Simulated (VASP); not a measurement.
Input of a VASP 6.6.1 run:

INCAR

```
ALGO     = Normal         # electronic algorithm
EDIFF    = 1E-6           # SCF threshold, eV
EDIFFG   = -0.01          # ionic threshold
ENCUT    = 520            # plane-wave cutoff, eV
GGA      = PE             # functional
IBRION   = 2              # ionic algorithm
ISIF     = 2              # what is computed and relaxed
ISMEAR   = 0              # smearing method
LASPH    = T              # aspherical terms in the spheres
LCHARG   = F              # write CHGCAR
LREAL    = F              # projectors in reciprocal space
LWAVE    = F              # write WAVECAR
NELM     = 60             # most SCF steps
NSW      = 50             # ionic steps
PREC     = Accurate       # precision mode
SIGMA    = 0.05           # smearing width, eV
```

The input KPOINTS:

```
k-points
0
Gamma
  12 12 6
```

POSCAR

```
SiC
1.0
    3.2925310274      0.0000000000      0.0000000000
   -1.6462655137      2.8514155124      0.0000000000
    0.0000000000      0.0000000000      5.1906751646
Si C
2 2
Direct
    0.3333333333      0.6666666667      0.0045639005
    0.6666666667      0.3333333333      0.5045639005
    0.3333333333      0.6666666667      0.3804360995
    0.6666666667      0.3333333333      0.8804360995
```

Potentials or basis: VASP PAW PBE potentials, release 64 (Si, C).

Launch:

```bash
$ cat potpaw_PBE.64/Si/POTCAR potpaw_PBE.64/C/POTCAR > POTCAR
$ mpirun -np 1 vasp_std > vasp.out
```

(1) What does it give for the energy gained by relaxing?

(2) What does it give for the band gap on the k mesh?

Answers

(1) 0.3 meV/atom.

(2) 2.20 eV, indirect (least direct gap 2.89 eV).
